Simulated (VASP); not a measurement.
# K2S (Fm-3m) in VASP: notebook

Runs on K2S. Level: PBE. Tasks: single point.

Program: VASP 6.6.1. These are calculated values, not measurements. Logs are shortened: lines on timing, memory, paths and dates and some standing lists are left out, and cuts for length are marked.

**1. The cell of the first run**

It takes space group Fm-3m (No. 225, cubic). Conventional cell: a = 7.405 Å, b = 7.405 Å, c = 7.405 Å, α = 90.00°, β = 90.00°, γ = 90.00°. Within 4.2 Å of K (site symmetry -43m) lie 4 S at 3.21 Å and 6 K at 3.70 Å. S (site symmetry m-3m) has 8 K at 3.21 Å within 4.2 Å.

**2. Single point, PBE**

The input, INCAR:

```
SYSTEM = K2S
  PREC = Accurate
  ENCUT = 500
  EDIFF = 1E-6
  ISMEAR = 0
  SIGMA = 0.01
  LREAL = .False.
  LASPH = .True.
  NELM = 120
  ALGO = Normal
  ISIF = 2
  LWAVE = .False.
  LCHARG = .False.
  GGA = PE
  NBANDS = 19
  GGA_COMPAT = .False.
```

The input, KPOINTS:

```
regular mesh
0
Gamma
  2 2 2
  0 0 0
```

The input, POSCAR:

```
K2S
1.0
    0.0000000000      3.7027186978      3.7027186978
    3.7027186978      0.0000000000      3.7027186978
    3.7027186978      3.7027186978      0.0000000000
K S
2 1
Direct
    0.2500000000      0.2500000000      0.2500000000
    0.7500000000      0.7500000000      0.7500000000
    0.0000000000      0.0000000000      0.0000000000
```

Potentials or basis: VASP PAW PBE potentials, release 64 (K_sv, S).

Command:

```bash
$ cat potpaw_PBE.64/K_sv/POTCAR potpaw_PBE.64/S/POTCAR > POTCAR
$ mpirun -np 1 vasp_std > vasp.out
```

OUTCAR:

```text
SYSTEM = K2S
   PREC = Accurate
   ENCUT = 500
   EDIFF = 1E-6
   ISMEAR = 0
   LREAL = .False.
   LASPH = .True.
   NELM = 120
   ISIF = 2
   GGA = PE

 ion  position               nearest neighbor table
   1  0.250  0.250  0.250-   3 3.21   3 3.21   3 3.21   3 3.21   2 3.70   2 3.70   2 3.70   2 3.70
                             2 3.70   2 3.70
   2  0.750  0.750  0.750-   3 3.21   3 3.21   3 3.21   3 3.21   1 3.70   1 3.70   1 3.70   1 3.70
                             1 3.70   1 3.70
   3  0.000  0.000  0.000-   2 3.21   2 3.21   2 3.21   1 3.21   2 3.21   1 3.21   1 3.21   1 3.21

  LATTYP: Found a face centered cubic cell.
 ALAT       =     7.4054373956

  Lattice vectors:

 A1 = (   0.0000000000,   3.7027186978,   3.7027186978)
 A2 = (   3.7027186978,   0.0000000000,   3.7027186978)
 A3 = (   3.7027186978,   3.7027186978,   0.0000000000)

Analysis of symmetry for initial positions (statically):
=====================================================================
 Subroutine PRICEL returns:
 Original cell was already a primitive cell.

 Routine SETGRP: Setting up the symmetry group for a
 face centered cubic supercell.

 Subroutine GETGRP returns: Found 48 space group operations
 (whereof 48 operations were pure point group operations)
 out of a pool of 48 trial point group operations.

The static configuration has the point symmetry O_h .

Analysis of symmetry for dynamics (positions and initial velocities):
=====================================================================
 Subroutine PRICEL returns:
 Original cell was already a primitive cell.

 Routine SETGRP: Setting up the symmetry group for a
 face centered cubic supercell.

 Subroutine GETGRP returns: Found 48 space group operations
 (whereof 48 operations were pure point group operations)
 out of a pool of 48 trial point group operations.

The dynamic configuration has the point symmetry O_h .

 Subroutine INISYM returns: Found 48 space group operations
 (whereof 48 operations are pure point group operations),
 and found     1 'primitive' translations

----------------------------------------------------------------------------------------

                                     Primitive cell

  volume of cell :     101.5295

  direct lattice vectors                    reciprocal lattice vectors
     0.000000000  3.702718698  3.702718698    -0.135035913  0.135035913  0.135035913
     3.702718698  0.000000000  3.702718698     0.135035913 -0.135035913  0.135035913
     3.702718698  3.702718698  0.000000000     0.135035913  0.135035913 -0.135035913

  length of vectors
     5.236435000  5.236435000  5.236435000     0.233889062  0.233889062  0.233889062

  position of ions in fractional coordinates (direct lattice)
     0.250000000  0.250000000  0.250000000
     0.750000000  0.750000000  0.750000000
     0.000000000  0.000000000  0.000000000

  ion indices of the primitive-cell ions
   primitive index   ion index
                 1           1
                 2           2
                 3           3

----------------------------------------------------------------------------------------

 KPOINTS: regular mesh

Automatic generation of k-mesh.
 Grid dimensions read from file:
 generate k-points for:    2    2    2

 Generating k-lattice:

  Cartesian coordinates                     Fractional coordinates (reciprocal lattice)
    -0.067517957  0.067517957  0.067517957     0.500000000  0.000000000  0.000000000
     0.067517957 -0.067517957  0.067517957     0.000000000  0.500000000  0.000000000
     0.067517957  0.067517957 -0.067517957     0.000000000  0.000000000  0.500000000

  Length of vectors
     0.116944531  0.116944531  0.116944531

  Shift w.r.t. Gamma in fractional coordinates (k-lattice)
     0.000000000  0.000000000  0.000000000

 Subroutine IBZKPT returns following result:
 ===========================================

 Found      3 irreducible k-points:

 Following reciprocal coordinates:
            Coordinates               Weight
  0.000000  0.000000  0.000000      1.000000
  0.500000  0.000000  0.000000      4.000000
  0.500000  0.500000  0.000000      3.000000
   k-points           NKPTS =      3   k-points in BZ     NKDIM =      3   number of bands    NBANDS=     19
   number of dos      NEDOS =    301   number of ions     NIONS =      3
   total plane-waves  NPLWV =  64000
   dimension x,y,z NGX =    40 NGY =   40 NGZ =   40
   dimension x,y,z NGXF=    80 NGYF=   80 NGZF=   80
   ions per type =               2   1
   NGX,Y,Z   is equivalent  to a cutoff of  12.70, 12.70, 12.70 a.u.
   NGXF,Y,Z  is equivalent  to a cutoff of  25.40, 25.40, 25.40 a.u.
 SYSTEM =  K2S
   PREC   = accura    normal or accurate (medium, high low for compatibility)
   ISTART =      0    job   : 0-new  1-cont  2-samecut
   ICHARG =      2    charge: 1-file 2-atom 10-const
   ISPIN  =      1    spin polarized calculation?
   LNONCOLLINEAR =      F non collinear calculations
   LSORBIT =      F    spin-orbit coupling
   LASPH  =      T    aspherical Exc in radial PAW
   ENCUT  =  500.0 eV  36.75 Ry    6.06 a.u.   9.55  9.55  9.55*2*pi/ulx,y,z
   NELM   =    120;   NELMIN=  2; NELMDL= -5     # of ELM steps
   EDIFF  = 0.1E-05   stopping-criterion for ELM
   LREAL  =      F    real-space projection
   EDIFFG = 0.1E-04   stopping-criterion for IOM
   NSW    =      0    number of steps for IOM
   IBRION =     -1    ionic relax: 0-MD 1-quasi-New 2-CG
   NFREE  =      0    steps in history (QN), initial steepest desc. (CG)
   ISIF   =      2    stress and relaxation
   ISYM   =      2    0-nonsym 1-usesym 2-fastsym
   POTIM  = 0.5000    time-step for ionic-motion
   TEBEG  =    0.0;   TEEND  =   0.0 temperature during run
   PSTRESS=    0.0 pullay stress
   NELECT =      24.0000    total number of electrons
   NUPDOWN=      -1.0000    fix difference up-down
   EMIN   =  10.00;   EMAX   =-10.00  energy-range for DOS
   EFERMI =   0.00;   METHOD = LEGACY
   ISMEAR =     0;   SIGMA  =   0.01  broadening in eV -4-tet -1-fermi 0-gaus
   EFERMI_NEDOS =   21; number of points for ismear=-14 and -15
   IALGO  =     38    algorithm
   IMIX   =      4    mixing-type and parameters
     AMIX     =   0.40;   BMIX     =  1.00
     AMIX_MAG =   1.60;   BMIX_MAG =  1.00
  volume/ion in A,a.u.               =      33.84       228.38
  Fermi-wavevector in a.u.,A,eV,Ry     =   1.012235  1.912846 13.940787  1.024619
  Thomas-Fermi vector in A             =   2.145332
   LORBIT       =      0    0 simple, 1 ext, 2 COOP (PROOUT), +10 PAW based schemes
   GGA     = PE    functional components
   LHFCALC =     F    Hartree Fock is set to
   AEXX    =    0.0000 exact exchange contribution
   IVDW    =     0    specifies the selected vdW correction
   LEPSILON=     F    determine dielectric tensor
   LRPA    =     F    only Hartree local field effects (RPA)
 non-spin polarized calculation
 Gauss-broadening in eV      SIGMA  =   0.01
  energy-cutoff  :      500.00
  volume of cell :      101.53
 maximum number of plane-waves:      2637
 NGX is ok and might be reduce to    40
   NGX = 19   NGY = 19   NGZ = 19

 number of electron      23.9999996 magnetization

 Free energy of the ion-electron system (eV)
  ---------------------------------------------------
  ext. energy  EPLUGINS =         0.00000000
  ---------------------------------------------------
  free energy    TOTEN  =        -9.33351195 eV

  energy without entropy =       -9.33351195  energy(sigma->0) =       -9.33351195

 E-fermi :  -0.2168     XC(G=0):  -7.3086

 val. band max:       -0.2783396845   @ k =   0.5000   0.5000   0.0000
 cond. band min:       2.0717401331   @ k =   0.0000   0.0000   0.0000
 fundamental gap:      2.3500798176
 Fermi energy:        -0.2168203231

 k-point     1 :       0.0000    0.0000    0.0000
  band No.  band energies     occupation
      1     -29.5732      2.00000
      2     -29.4912      2.00000
      3     -13.1666      2.00000
      4     -13.1666      2.00000
      5     -13.1666      2.00000
      6     -12.9298      2.00000
[... 11 lines left out ...]
     18       7.1499      0.00000
     19       8.0833      0.00000

 k-point     2 :       0.5000    0.0000    0.0000
  band No.  band energies     occupation
      1     -29.5313      2.00000
      2     -29.5312      2.00000
      3     -13.1537      2.00000
      4     -13.0754      2.00000
      5     -13.0610      2.00000
      6     -13.0610      2.00000
[... 11 lines left out ...]
     18       7.2699      0.00000
     19       7.4088      0.00000

 k-point     3 :       0.5000    0.5000    0.0000
  band No.  band energies     occupation
      1     -29.5444      2.00000
      2     -29.5172      2.00000
      3     -13.3652      2.00000
      4     -13.2275      2.00000
      5     -13.2275      2.00000
      6     -12.8931      2.00000
[... 11 lines left out ...]
     18       7.2659      0.00000
     19       7.4345      0.00000

------------------------ aborting loop because EDIFF is reached ----------------------------------------

  FORCE on cell =-STRESS in cart. coord.  units (eV):
  Direction    XX          YY          ZZ          XY          YZ          ZX
  --------------------------------------------------------------------------------------
  -------------------------------------------------------------------------------------
  Total        0.3468981      0.3468981      0.3468981     -0.0000000     -0.0000000      0.0000000
  in kB        5.4741955      5.4741955      5.4741955     -0.0000000     -0.0000000      0.0000000
  external PRESSURE =       5.4741955 kB  Pullay stress =       0.0000000 kB

 VOLUME and BASIS-vectors are now :
 -----------------------------------------------------------------------------
  energy-cutoff  :      500.00
  volume of cell :      101.53
      direct lattice vectors                 reciprocal lattice vectors
     0.000000000  3.702718698  3.702718698    -0.135035913  0.135035913  0.135035913
     3.702718698  0.000000000  3.702718698     0.135035913 -0.135035913  0.135035913
     3.702718698  3.702718698  0.000000000     0.135035913  0.135035913 -0.135035913

 POSITION                                       TOTAL-FORCE (eV/Angst)
 -----------------------------------------------------------------------------------
      1.85136      1.85136      1.85136        -0.000000     -0.000000     -0.000000
      5.55408      5.55408      5.55408         0.000000      0.000000      0.000000
      0.00000      0.00000      0.00000        -0.000000      0.000000      0.000000
 -----------------------------------------------------------------------------------
    total drift:                               -0.000000     -0.000000      0.000000

  FREE ENERGIE OF THE ION-ELECTRON SYSTEM (eV)
  ---------------------------------------------------
  free  energy   TOTEN  =        -9.3335119478 eV

  energy  without entropy=       -9.3335119478  energy(sigma->0) =       -9.33351195
```

Wall time 18 s (1 thread of Intel Xeon 8259CL, shared host); peak memory 0.23 GiB.

What came out:

| Item | Value |
| --- | --- |
| Free energy | -9.3335 eV |
| Pressure | 0.5 GPa |
| Band gap on the k mesh | 2.35 eV, indirect (least direct gap 2.55 eV) |

Levels at points of the mesh, in eV from the valence-band top:
| k point | band 9 | band 10 | band 11 | band 12 | band 13 | band 14 | band 15 | band 16 |
| --- | --- | --- | --- | --- | --- | --- | --- | --- |
| (0.00, 0.00, 0.00) | -9.59 | -0.20 | -0.20 | -0.20 | 2.35 | 5.41 | 5.41 | 7.43 |
| (0.50, 0.00, 0.00) | -9.40 | -0.63 | -0.07 | -0.07 | 4.70 | 4.97 | 5.77 | 5.77 |
| (0.50, 0.50, 0.00) | -9.35 | -0.75 | 0.00 | 0.00 | 3.48 | 5.24 | 6.55 | 6.57 |

Caveat: the k points lie up to 0.73 Å⁻¹ apart. A hybrid or GW would open this gap; PBE tends to underestimate it.

**3. Single point, PBE**

The input, INCAR:

```
SYSTEM = K2S
PREC = Accurate ; ENCUT = 500
EDIFF = 1E-6 ; ISMEAR = 0
SIGMA = 0.01 ; LREAL = .False.
LASPH = .True. ; NELM = 120
ALGO = Normal ; ISIF = 2
LWAVE = .False. ; LCHARG = .False.
GGA = PE ; NBANDS = 19
GGA_COMPAT = .False.
```

The input, KPOINTS:

```
regular mesh
0
Gamma
  4 4 4
  0 0 0
```

POSCAR is that of step 2.

Potentials or basis: VASP PAW PBE potentials, release 64 (K_sv, S).

Command:

```bash
$ cat potpaw_PBE.64/K_sv/POTCAR potpaw_PBE.64/S/POTCAR > POTCAR
$ mpirun -np 1 vasp_std > vasp.out
```

Run time: 41 s. Hardware: 1 thread of Intel Xeon 8259CL, shared host; peak memory 0.23 GiB.

It converged, with:

| Item | Value |
| --- | --- |
| Free energy | -9.4164 eV |
| Pressure | 0.5 GPa |
| Band gap on the k mesh | 2.38 eV, indirect (least direct gap 2.57 eV) |

Levels at points of the mesh, in eV from the valence-band top:
| k point | band 9 | band 10 | band 11 | band 12 | band 13 | band 14 | band 15 | band 16 |
| --- | --- | --- | --- | --- | --- | --- | --- | --- |
| (0.00, 0.00, 0.00) | -9.61 | -0.19 | -0.19 | -0.19 | 2.38 | 5.46 | 5.46 | 7.47 |
| (0.50, 0.00, 0.00) | -9.42 | -0.62 | -0.07 | -0.07 | 4.72 | 5.02 | 5.82 | 5.82 |
| (0.50, 0.50, 0.00) | -9.37 | -0.74 | 0.00 | 0.00 | 3.51 | 5.29 | 6.59 | 6.62 |

(Part 1 of 2 ends here.)
